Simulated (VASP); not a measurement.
Ir: single point with PBEsol

Crystal: Ir.

```xyz
1
Lattice="0.0000 1.9197 1.8717 1.9197 0.0000 1.8717 1.9197 1.9197 0.0000" Properties=species:S:1:pos:R:3 pbc="T T T"
Ir    0.0000    0.0000    0.0000
```

This cell differs from its parent crystal: strain +0.000 along x and y, -0.025 along z.

```yaml
Program: VASP 6.6.1
Task: single point
Functional: PBEsol
Potentials_or_basis: VASP PAW PBE potentials, release 64 (Ir)
Cutoff: 520 eV
k_mesh: 22 × 22 × 22
Occupations: gaussian, width 0.15 eV
Spin: no spin polarisation
```

```
Pressure               : 8.8 GPa
Band gap on the k mesh : zero (an odd number of electrons rules out a gap without spin polarisation)
```

Stress tensor (GPa, compression positive):
```
 5.47  0.00  0.00
 0.00  5.47  0.00
 0.00  0.00 15.45
```

Levels at points of the mesh, in eV from the Fermi level:
```csv
k point,band 1,band 2,band 3,band 4,band 5,band 6,band 7,band 8,band 9
"(0.00, 0.00, 0.00)",-11.44,-4.13,-4.13,-3.80,-1.43,-0.98,14.31,19.74,19.74
"(0.50, 0.00, 0.00)",-8.38,-4.32,-3.95,-0.85,0.88,1.08,7.53,13.82,19.80
"(0.50, 0.50, 0.00)",-8.19,-7.64,0.94,1.60,1.60,2.05,11.32,11.50,11.50
"(0.50, 0.00, 0.50)",-8.22,-7.60,0.96,1.40,1.49,1.73,10.61,11.82,12.13
```

Run time: 110 s on 1 thread of Intel Xeon 8259CL, with other jobs on the host, peak memory 0.23 GiB.

Caveat: the cell differs from its parent crystal (strain +0.000 along x and y, -0.025 along z); the cell stands under pressure; the PAW data sets were made with another functional, which shifts forces and pressure a little; spin-orbit coupling is left out, which moves the levels of the heavy elements.
